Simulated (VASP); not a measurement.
# K (Pm-3m) in VASP: further runs

Runs on K. Level: PBE. Tasks: single point.

All numbers are computed with VASP 6.6.1; they aren't measurements. Logs are shortened: lines on timing, memory, paths and dates and some standing lists are left out, and cuts for length are marked.

## (1) The cell of the first run

Symmetry: Pm-3m, No. 221, cubic system. Conventional cell: a = 4.299 Å, b = 4.299 Å, c = 4.299 Å, α = 90.00°, β = 90.00°, γ = 90.00°. K (site symmetry m-3m) has 6 K at 4.30 Å within 5.6 Å.

This isn't the form of K at room conditions, which is bcc.

## (2) Single point, PBE

Input file INCAR:

```
SYSTEM = K
PREC = Accurate
ENCUT = 520
EDIFF = 1E-6
ISMEAR = -1
SIGMA = 0.06122561905347299
LREAL = .False.
LASPH = .True.
NELM = 60
ALGO = Normal
ISIF = 2
LWAVE = .False.
LCHARG = .True.
GGA = PE
LELF = .True.
LVHAR = .True.
NBANDS = 10
```

Input file KPOINTS:

```
regular mesh
0
Gamma
  25 25 25
  0 0 0
```

Input file POSCAR:

```
K
1.0
    4.2993559519      0.0000000000      0.0000000000
    0.0000000000      4.2993559519      0.0000000000
    0.0000000000      0.0000000000      4.2993559519
K
1
Direct
    0.0000000000      0.0000000000      0.0000000000
```

Potentials or basis: VASP PAW PBE potentials, release 64 (K_sv).

Launch:

```
$ cat potpaw_PBE.64/K_sv/POTCAR > POTCAR
$ mpirun -np 1 vasp_std > vasp.out
```

OUTCAR:

```text
SYSTEM = K
   PREC = Accurate
   ENCUT = 520
   EDIFF = 1E-6
   ISMEAR = -1
   LREAL = .False.
   LASPH = .True.
   NELM = 60
   ISIF = 2
   GGA = PE

 ion  position               nearest neighbor table
   1  0.000  0.000  0.000-

  LATTYP: Found a simple cubic cell.
 ALAT       =     4.2993559519

  Lattice vectors:

 A1 = (   4.2993559519,   0.0000000000,   0.0000000000)
 A2 = (   0.0000000000,   4.2993559519,   0.0000000000)
 A3 = (   0.0000000000,   0.0000000000,   4.2993559519)

Analysis of symmetry for initial positions (statically):
=====================================================================
 Subroutine PRICEL returns:
 Original cell was already a primitive cell.

 Routine SETGRP: Setting up the symmetry group for a
 simple cubic supercell.

 Subroutine GETGRP returns: Found 48 space group operations
 (whereof 48 operations were pure point group operations)
 out of a pool of 48 trial point group operations.

The static configuration has the point symmetry O_h .

Analysis of symmetry for dynamics (positions and initial velocities):
=====================================================================
 Subroutine PRICEL returns:
 Original cell was already a primitive cell.

 Routine SETGRP: Setting up the symmetry group for a
 simple cubic supercell.

 Subroutine GETGRP returns: Found 48 space group operations
 (whereof 48 operations were pure point group operations)
 out of a pool of 48 trial point group operations.

The dynamic configuration has the point symmetry O_h .

 Subroutine INISYM returns: Found 48 space group operations
 (whereof 48 operations are pure point group operations),
 and found     1 'primitive' translations

----------------------------------------------------------------------------------------

                                     Primitive cell

  volume of cell :      79.4713

  direct lattice vectors                    reciprocal lattice vectors
     4.299355952  0.000000000  0.000000000     0.232592977  0.000000000  0.000000000
     0.000000000  4.299355952  0.000000000     0.000000000  0.232592977  0.000000000
     0.000000000  0.000000000  4.299355952     0.000000000  0.000000000  0.232592977

  length of vectors
     4.299355952  4.299355952  4.299355952     0.232592977  0.232592977  0.232592977

  position of ions in fractional coordinates (direct lattice)
     0.000000000  0.000000000  0.000000000

  ion indices of the primitive-cell ions
   primitive index   ion index
[... 66 lines left out ...]
   ICHARG =      2    charge: 1-file 2-atom 10-const
   ISPIN  =      1    spin polarized calculation?
   LNONCOLLINEAR =      F non collinear calculations
   LSORBIT =      F    spin-orbit coupling
   LASPH  =      T    aspherical Exc in radial PAW
   ENCUT  =  520.0 eV  38.22 Ry    6.18 a.u.   7.99  7.99  7.99*2*pi/ulx,y,z
   NELM   =     60;   NELMIN=  2; NELMDL= -5     # of ELM steps
   EDIFF  = 0.1E-05   stopping-criterion for ELM
   LREAL  =      F    real-space projection
   EDIFFG = 0.1E-04   stopping-criterion for IOM
   NSW    =      0    number of steps for IOM
   IBRION =     -1    ionic relax: 0-MD 1-quasi-New 2-CG
   NFREE  =      0    steps in history (QN), initial steepest desc. (CG)
   ISIF   =      2    stress and relaxation
   ISYM   =      2    0-nonsym 1-usesym 2-fastsym
   POTIM  = 0.5000    time-step for ionic-motion
   TEBEG  =    0.0;   TEEND  =   0.0 temperature during run
   PSTRESS=    0.0 pullay stress
   NELECT =       9.0000    total number of electrons
   NUPDOWN=      -1.0000    fix difference up-down
   EMIN   =  10.00;   EMAX   =-10.00  energy-range for DOS
   EFERMI =   0.00;   METHOD = LEGACY
   ISMEAR =    -1;   SIGMA  =   0.06  broadening in eV -4-tet -1-fermi 0-gaus
   EFERMI_NEDOS =   21; number of points for ismear=-14 and -15
   IALGO  =     38    algorithm
   IMIX   =      4    mixing-type and parameters
     AMIX     =   0.40;   BMIX     =  1.00
     AMIX_MAG =   1.60;   BMIX_MAG =  1.00
  volume/ion in A,a.u.               =      79.47       536.30
  Fermi-wavevector in a.u.,A,eV,Ry     =   0.792049  1.496756  8.535509  0.627342
  Thomas-Fermi vector in A             =   1.897711
   LORBIT       =      0    0 simple, 1 ext, 2 COOP (PROOUT), +10 PAW based schemes
   GGA     = PE    functional components
[... 5 lines left out ...]
 non-spin polarized calculation
  energy-cutoff  :      520.00
  volume of cell :       79.47
 maximum number of plane-waves:      2188
 NGX is ok and might be reduce to    32
   NGX = 15   NGY = 15   NGZ = 15

 number of electron       9.0000002 magnetization

 Free energy of the ion-electron system (eV)
  ---------------------------------------------------
  ext. energy  EPLUGINS =         0.00000000
  ---------------------------------------------------
  free energy    TOTEN  =        -0.94751267 eV

  energy without entropy =       -0.93762227  energy(sigma->0) =       -0.94256747

 E-fermi :  -0.2510     XC(G=0):  -5.4582

 val. band max:       -0.2590036447   @ k =   0.4800   0.0800   0.0800
 cond. band min:      -0.2449884879   @ k =   0.4800   0.1200   0.0000
 fundamental gap:      0.0140151568
 Fermi energy:        -0.2510278402

 k-point     1 :       0.0000    0.0000    0.0000
  band No.  band energies     occupation
      1     -32.5951      2.00000
      2     -16.0359      2.00000
      3     -16.0359      2.00000
      4     -16.0359      2.00000
      5      -2.3130      2.00000
      6       2.6366      0.00000
      7       2.6366      0.00000
      8       5.8998      0.00000
      9       5.9001      0.00000
     10       6.0367      0.00000
[... 287 lines left out ...]
 k-point    24 :       0.4400    0.0400    0.0000
  band No.  band energies     occupation
      1     -32.5909      2.00000
      2     -16.1181      2.00000
      3     -16.0302      2.00000
      4     -16.0288      2.00000
      5      -0.6313      1.99600
      6       0.3171      0.00019
      7       3.2153      0.00000
      8       4.3725      0.00000
      9       4.4285      0.00000
     10       6.0241      0.00000

 [... further k-points ...]
[... 5 lines left out ...]
  --------------------------------------------------------------------------------------
  -------------------------------------------------------------------------------------
  Total       -0.0073359     -0.0073359     -0.0073359      0.0000000     -0.0000000      0.0000000
  in kB       -0.1478951     -0.1478951     -0.1478951      0.0000000     -0.0000000      0.0000000
  external PRESSURE =      -0.1478951 kB  Pullay stress =       0.0000000 kB

 VOLUME and BASIS-vectors are now :
 -----------------------------------------------------------------------------
  energy-cutoff  :      520.00
  volume of cell :       79.47
      direct lattice vectors                 reciprocal lattice vectors
     4.299355952  0.000000000  0.000000000     0.232592977  0.000000000  0.000000000
     0.000000000  4.299355952  0.000000000     0.000000000  0.232592977  0.000000000
     0.000000000  0.000000000  4.299355952     0.000000000  0.000000000  0.232592977

 POSITION                                       TOTAL-FORCE (eV/Angst)
 -----------------------------------------------------------------------------------
      0.00000      0.00000      0.00000         0.000000      0.000000      0.000000
 -----------------------------------------------------------------------------------
    total drift:                               -0.000000      0.000000      0.000000

  FREE ENERGIE OF THE ION-ELECTRON SYSTEM (eV)
  ---------------------------------------------------
  free  energy   TOTEN  =        -0.9475126724 eV

  energy  without entropy=       -0.9376222661  energy(sigma->0) =       -0.94256747
```

OSZICAR:

```text
N       E                     dE             d eps       ncg     rms          rms(c)
DAV:   1     0.463307694046E+02    0.46331E+02   -0.35203E+03  9100   0.678E+02
DAV:   2     0.713009579463E+00   -0.45618E+02   -0.44974E+02  9760   0.189E+02
DAV:   3    -0.889136584576E+00   -0.16021E+01   -0.15954E+01 14118   0.287E+01
DAV:   4    -0.947238921707E+00   -0.58102E-01   -0.57927E-01 12406   0.460E+00
DAV:   5    -0.948800946464E+00   -0.15620E-02   -0.15616E-02 14126   0.542E-01    0.176E+00
DAV:   6    -0.947969860926E+00    0.83109E-03   -0.16817E-03 13752   0.260E-01    0.111E+00
DAV:   7    -0.947460493580E+00    0.50937E-03   -0.33657E-03 13040   0.351E-01    0.715E-02
DAV:   8    -0.947505452527E+00   -0.44959E-04   -0.24450E-04 12324   0.158E-01    0.276E-02
DAV:   9    -0.947515339190E+00   -0.98867E-05   -0.20612E-05 13776   0.343E-02    0.137E-02
DAV:  10    -0.947512750589E+00    0.25886E-05   -0.70663E-06 12530   0.218E-02    0.209E-03
DAV:  11    -0.947512672440E+00    0.78149E-07   -0.22096E-07  6134   0.315E-03
   1 F= -.94751267E+00 E0= -.94256747E+00  d E =-.989041E-02
```

Wall time 60 s (1 thread of Intel Xeon 6975P-C (Granite Rapids), shared host); peak memory 0.43 GiB.

Results:

* Free energy: -0.9475 eV
* Pressure: 0.0 GPa
* Band gap on the k mesh: zero (an odd number of electrons rules out a gap without spin polarisation)

## (3) Single point, PBE

This run uses another cell than the first one, of 81.06 Å³/atom.

Input file INCAR:

```
  ALGO = Normal
  EDIFF = 1E-7
  ENCUT = 520
  GGA = PE
  ISIF = 2
  ISMEAR = -1
  LASPH = T
  LCHARG = F
  LREAL = F
  LWAVE = F
  NBANDS = 10
  NELM = 80
  PREC = Accurate
  SIGMA = 0.06122561905347299
```

Input file KPOINTS:

```
k-points
0
Gamma
  25 25 25
```

Input file POSCAR:

```
K
1.0
    4.3278293376      0.0000000000      0.0000000000
    0.0000000000      4.3278293376      0.0000000000
    0.0000000000      0.0000000000      4.3278293376
K
1
Direct
    0.0000000000      0.0000000000      0.0000000000
```

Potentials or basis: VASP PAW PBE potentials, release 64 (K_sv).

Launch:

```
$ cat potpaw_PBE.64/K_sv/POTCAR > POTCAR
$ mpirun -np 1 vasp_std > vasp.out
```

It took 59 s on 1 thread of Intel Xeon 6975P-C (Granite Rapids), shared host; peak memory 0.44 GiB.

Results (log left out):

- Free energy: -0.9472 eV
- Pressure: -0.1 GPa
- Band gap on the k mesh: zero (an odd number of electrons rules out a gap without spin polarisation)

Levels at points of the mesh, in eV from the Fermi level:
```
           k point  band 1  band 2  band 3  band 4  band 5  band 6  band 7  band 8  band 9  band 10
(0.00, 0.00, 0.00)  -32.35  -15.79  -15.79  -15.79   -2.03    2.88    2.88    6.11    6.11     6.20
```

## (4) Single point, PBE

This run uses another cell than the first one, of 82.65 Å³/atom.

INCAR: that of step 3 with these lines changed.

```diff
@@ -11,3 +11,3 @@
   NBANDS = 10
-  NELM = 80
+  NELM = 60
   PREC = Accurate
```

KPOINTS is that of step 3.

Input file POSCAR:

```
K
1.0
    4.3559329130      0.0000000000      0.0000000000
    0.0000000000      4.3559329130      0.0000000000
    0.0000000000      0.0000000000      4.3559329130
K
1
Direct
    0.0000000000      0.0000000000      0.0000000000
```

Potentials or basis: VASP PAW PBE potentials, release 64 (K_sv).

Launch:

```
$ cat potpaw_PBE.64/K_sv/POTCAR > POTCAR
$ mpirun -np 1 vasp_std > vasp.out
```

OUTCAR:

```text
EDIFF = 1E-7
   ENCUT = 520
   GGA = PE
   ISIF = 2
   ISMEAR = -1
   LASPH = T
   LREAL = F
   NELM = 60
   PREC = Accurate

 ion  position               nearest neighbor table
   1  0.000  0.000  0.000-

  LATTYP: Found a simple cubic cell.
 ALAT       =     4.3559329130

  Lattice vectors:

 A1 = (   4.3559329130,   0.0000000000,   0.0000000000)
 A2 = (   0.0000000000,   4.3559329130,   0.0000000000)
 A3 = (   0.0000000000,   0.0000000000,   4.3559329130)

Analysis of symmetry for initial positions (statically):
=====================================================================
 Subroutine PRICEL returns:
 Original cell was already a primitive cell.

 Routine SETGRP: Setting up the symmetry group for a
 simple cubic supercell.

 Subroutine GETGRP returns: Found 48 space group operations
 (whereof 48 operations were pure point group operations)
 out of a pool of 48 trial point group operations.

The static configuration has the point symmetry O_h .

Analysis of symmetry for dynamics (positions and initial velocities):
=====================================================================
 Subroutine PRICEL returns:
 Original cell was already a primitive cell.

 Routine SETGRP: Setting up the symmetry group for a
 simple cubic supercell.

 Subroutine GETGRP returns: Found 48 space group operations
 (whereof 48 operations were pure point group operations)
 out of a pool of 48 trial point group operations.

The dynamic configuration has the point symmetry O_h .

 Subroutine INISYM returns: Found 48 space group operations
 (whereof 48 operations are pure point group operations),
 and found     1 'primitive' translations

----------------------------------------------------------------------------------------

                                     Primitive cell

  volume of cell :      82.6501

[... 97 lines left out ...]
   NELECT =       9.0000    total number of electrons
   NUPDOWN=      -1.0000    fix difference up-down
   EMIN   =  10.00;   EMAX   =-10.00  energy-range for DOS
   EFERMI =   0.00;   METHOD = LEGACY
   ISMEAR =    -1;   SIGMA  =   0.06  broadening in eV -4-tet -1-fermi 0-gaus
   EFERMI_NEDOS =   21; number of points for ismear=-14 and -15
   IALGO  =     38    algorithm
   IMIX   =      4    mixing-type and parameters
     AMIX     =   0.40;   BMIX     =  1.00
     AMIX_MAG =   1.60;   BMIX_MAG =  1.00
  volume/ion in A,a.u.               =      82.65       557.75
  Fermi-wavevector in a.u.,A,eV,Ry     =   0.781762  1.477316  8.315223  0.611152
  Thomas-Fermi vector in A             =   1.885346
   LORBIT       =      0    0 simple, 1 ext, 2 COOP (PROOUT), +10 PAW based schemes
   GGA     = PE    functional components
[... 5 lines left out ...]
 non-spin polarized calculation
  energy-cutoff  :      520.00
  volume of cell :       82.65
 maximum number of plane-waves:      2272
   NGX = 17   NGY = 17   NGZ = 17

 number of electron       9.0000003 magnetization

 Free energy of the ion-electron system (eV)
  ---------------------------------------------------
  ext. energy  EPLUGINS =         0.00000000
  ---------------------------------------------------
  free energy    TOTEN  =        -0.94645416 eV

  energy without entropy =       -0.93640181  energy(sigma->0) =       -0.94142798

 E-fermi :  -0.3307     XC(G=0):  -5.3672

 val. band max:       -0.3394122195   @ k =   0.4000   0.2000   0.2000
 cond. band min:      -0.3302497423   @ k =   0.4800   0.1200   0.0000
 fundamental gap:      0.0091624772
 Fermi energy:        -0.3306533512

 k-point     1 :       0.0000    0.0000    0.0000
  band No.  band energies     occupation
      1     -32.6897      2.00000
      2     -16.1340      2.00000
      3     -16.1340      2.00000
      4     -16.1340      2.00000
      5      -2.3394      2.00000
      6       2.5499      0.00000
      7       2.5499      0.00000
      8       5.7350      0.00000
      9       5.7352      0.00000
     10       5.7357      0.00000
[... 287 lines left out ...]
 k-point    24 :       0.4400    0.0400    0.0000
  band No.  band energies     occupation
      1     -32.6862      2.00000
      2     -16.2061      2.00000
      3     -16.1291      2.00000
      4     -16.1278      2.00000
      5      -0.7050      1.99559
      6       0.2270      0.00022
      7       3.1160      0.00000
      8       4.2435      0.00000
      9       4.2993      0.00000
     10       5.8381      0.00000

 [... further k-points ...]
[... 5 lines left out ...]
  --------------------------------------------------------------------------------------
  -------------------------------------------------------------------------------------
  Total       -0.0593760     -0.0593760     -0.0593760      0.0000000      0.0000000      0.0000000
  in kB       -1.1510071     -1.1510071     -1.1510071      0.0000000      0.0000000      0.0000000
  external PRESSURE =      -1.1510071 kB  Pullay stress =       0.0000000 kB

 VOLUME and BASIS-vectors are now :
 -----------------------------------------------------------------------------
  energy-cutoff  :      520.00
  volume of cell :       82.65
      direct lattice vectors                 reciprocal lattice vectors
     4.355932913  0.000000000  0.000000000     0.229571947  0.000000000  0.000000000
     0.000000000  4.355932913  0.000000000     0.000000000  0.229571947  0.000000000
     0.000000000  0.000000000  4.355932913     0.000000000  0.000000000  0.229571947

 POSITION                                       TOTAL-FORCE (eV/Angst)
 -----------------------------------------------------------------------------------
      0.00000      0.00000      0.00000         0.000000      0.000000      0.000000
 -----------------------------------------------------------------------------------
    total drift:                                0.000000      0.000000      0.000000

  FREE ENERGIE OF THE ION-ELECTRON SYSTEM (eV)
  ---------------------------------------------------
  free  energy   TOTEN  =        -0.9464541645 eV

  energy  without entropy=       -0.9364018052  energy(sigma->0) =       -0.94142798
```

OSZICAR:

```text
N       E                     dE             d eps       ncg     rms          rms(c)
DAV:   1     0.455138644108E+02    0.45514E+02   -0.34962E+03  9100   0.674E+02
DAV:   2     0.746613145095E+00   -0.44767E+02   -0.44177E+02  9728   0.188E+02
DAV:   3    -0.883991042739E+00   -0.16306E+01   -0.16244E+01 14240   0.287E+01
DAV:   4    -0.946015551537E+00   -0.62025E-01   -0.61768E-01 12572   0.459E+00
DAV:   5    -0.947480457897E+00   -0.14649E-02   -0.14646E-02 14010   0.515E-01    0.166E+00
DAV:   6    -0.946810533100E+00    0.66992E-03   -0.14840E-03 13940   0.243E-01    0.104E+00
DAV:   7    -0.946400407297E+00    0.41013E-03   -0.31552E-03 13550   0.341E-01    0.699E-02
DAV:   8    -0.946448307577E+00   -0.47900E-04   -0.21468E-04 11964   0.152E-01    0.256E-02
DAV:   9    -0.946455834698E+00   -0.75271E-05   -0.24691E-05 13876   0.317E-02    0.108E-02
DAV:  10    -0.946454140733E+00    0.16940E-05   -0.39783E-06 13244   0.166E-02    0.185E-03
DAV:  11    -0.946454164466E+00   -0.23733E-07   -0.22794E-07 10906   0.306E-03
   1 F= -.94645416E+00 E0= -.94142798E+00  d E =-.100524E-01
```

Wall time 59 s (1 thread of Intel Xeon 6975P-C (Granite Rapids), shared host); peak memory 0.44 GiB.

What came out:

| Item | Value |
| --- | --- |
| Free energy | -0.9465 eV |
| Pressure | -0.1 GPa |
| Band gap on the k mesh | zero (an odd number of electrons rules out a gap without spin polarisation) |

Levels at points of the mesh, in eV from the Fermi level:
```csv
k point,band 2,band 3,band 4,band 5,band 6,band 7,band 8,band 9
"(0.00, 0.00, 0.00)",-15.80,-15.80,-15.80,-2.01,2.88,2.88,6.07,6.07
```

## (5) Summary

| cell | gap on the mesh (eV) | pressure (GPa) |
| --- | --- | --- |
| a = 4.299 Å, 1 atom | none | 0.0 |
| a = 4.328 Å, 1 atom | none | -0.1 |
| a = 4.356 Å, 1 atom | none | -0.1 |

Alike in all rows: task single point; level PBE; potentials or basis VASP PAW PBE potentials, release 64 (K_sv); no spin polarisation; k mesh 25 × 25 × 25; cutoff (eV) 520; smearing fermi-dirac 0.0612256 eV.

Total energies depend on the potentials used, so only differences within one code and one set of settings carry meaning.
